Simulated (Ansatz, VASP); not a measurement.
**Ge in VASP and in Ansatz**

The input POSCAR:

```
Ge
1.0
    0.0000000000      2.7799969114      2.7799969114
    2.7799969114      0.0000000000      2.7799969114
    2.7799969114      2.7799969114      0.0000000000
Ge
2
Direct
    0.0000000000      0.0000000000      0.0000000000
    0.2500000000      0.2500000000      0.2500000000
```

INCAR.step1

```
SYSTEM = Ge
ALGO = Normal
EDIFF = 1E-4
ENCUT = 520
GGA = PE
ISMEAR = -1
LASPH = .TRUE.
LCHARG = .FALSE.
LREAL = .FALSE.
LWAVE = .TRUE.
NBANDS = 21
NELM = 60
PREC = Accurate
SIGMA = 0.05
```

INCAR.step2

```
SYSTEM = Ge
ALGO = Normal
EDIFF = 1E-8
ENCUT = 520
ISIF = 2
ISMEAR = -1
ISTART = 1
LASPH = .TRUE.
LCHARG = .FALSE.
LEFG = .TRUE.
LMIXTAU = .TRUE.
LREAL = .FALSE.
LWAVE = .FALSE.
METAGGA = R2SCAN
NBANDS = 21
NELM = 60
PREC = Accurate
SIGMA = 0.05
```

KPOINTS

```
k-points
0
G
  11 11 11
  0 0 0
```

Input for Ansatz:

```yaml
crystal:
  lattice:
    - [0.0, 2.7799969114, 2.7799969114]
    - [2.7799969114, 0.0, 2.7799969114]
    - [2.7799969114, 2.7799969114, 0.0]
  atoms:
    - { symbol: Ge, position: [0.0, 0.0, 0.0] }
    - { symbol: Ge, position: [0.25, 0.25, 0.25] }
kpoints:
  mp_grid: { grid: [11, 11, 11] }
scf:
  occupations: { method: fermi_dirac, width: 0.05 }
hamiltonian:
  xc: r2scan
  pseudopotentials: { kind: paw }
output:
  forces: true
  stress: true
  eigenvalues: true
  efg: { contact_densities: true }
```

Change from the starting cell: volume scaled by 0.9405, PAW files.

Alike in both runs: task electric field gradients; functional r2SCAN; k mesh 11 × 11 × 11; occupations fermi-dirac, width 0.05 eV; no spin polarisation.

|  | VASP | Ansatz |
| --- | --- | --- |
| version | VASP 6.6.1 | Ansatz 0.2.0 |
| potentials or method | VASP PAW PBE potentials, release 64 (Ge_d) | PAW with Ansatz's default frozen-core files, scalar-relativistic |
| plane-wave cutoff (eV) | 520 | 500 |
| valence electrons in the cell | 28 | 28 |

|  | VASP | Ansatz | Ansatz less VASP |
| --- | --- | --- | --- |
| pressure (GPa) | 5.1 | 5.1 | -0.09 |

VASP's potentials were made for PBE, not for r2SCAN.
